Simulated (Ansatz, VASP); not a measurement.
# One calculation of SiC, two programs

File INCAR:

```
  PREC = Accurate
  ENCUT = 520
  EDIFF = 1E-7
  ISMEAR = 0
  SIGMA = 0.1
  LREAL = False
  LASPH = True
  NELM = 60
  ALGO = Normal
  ISIF = 2
  LWAVE = False
  LCHARG = False
  GGA = PE
  NBANDS = 11
```

The input KPOINTS:

```
Automatic mesh
0
Gamma
  8 8 8
```

POSCAR

```
SiC
1.0
    0.0000000000      3.9170895200      2.4885453000
    1.4367341800      0.0000000000      2.4885453000
    1.4367341800      3.9170895200      0.0000000000
Si C
1 1
Direct
    0.6666700100      0.6666700100      0.3333299900
    0.3333299900      0.3333299900      0.6666700100
```

Input for Ansatz:

```yaml
crystal:
  lattice:
    - [0.0, 3.91708952, 2.4885453]
    - [1.43673418, 0.0, 2.4885453]
    - [1.43673418, 3.91708952, 0.0]
  atoms:
    - { symbol: Si, position: [0.66667001, 0.66667001, 0.33332999] }
    - { symbol: C, position: [0.33332999, 0.33332999, 0.66667001] }
basis:
  ecutwfc: 420
kpoints:
  mp_grid: { grid: [8, 8, 8] }
hamiltonian:
  xc: pbe
scf:
  occupations: { method: gaussian, width: 0.1 }
  lower_state_search: "off"
output:
  forces: true
  stress: true
  eigenvalues: true
```

Alike in both runs: task single point; functional PBE; k mesh 8 × 8 × 8; occupations gaussian, width 0.1 eV; no spin polarisation.

|  | VASP | Ansatz |
| --- | --- | --- |
| version | VASP 6.6.1 | Ansatz 0.2.0 |
| potentials or method | VASP PAW PBE potentials, release 64 (Si, C), cutoff 520 eV | scalar-relativistic, plane waves, PAW |
| valence electrons in the cell | 8 | 8 |

Ansatz gave:

```
gap on the k mesh at the Fermi level (eV) : 1.86
least direct gap on the mesh (eV)         : 3.25
rms of the force components (eV/Å)        : 0.014
```

**Question.** What did VASP give for the same quantities?

**Answer.** gap on the k mesh at the Fermi level (eV): 1.85; least direct gap on the mesh (eV): 3.24; rms of the force components (eV/Å): 0.013.

Atom by atom the forces differ by 0.000 eV/Å (rms over components).
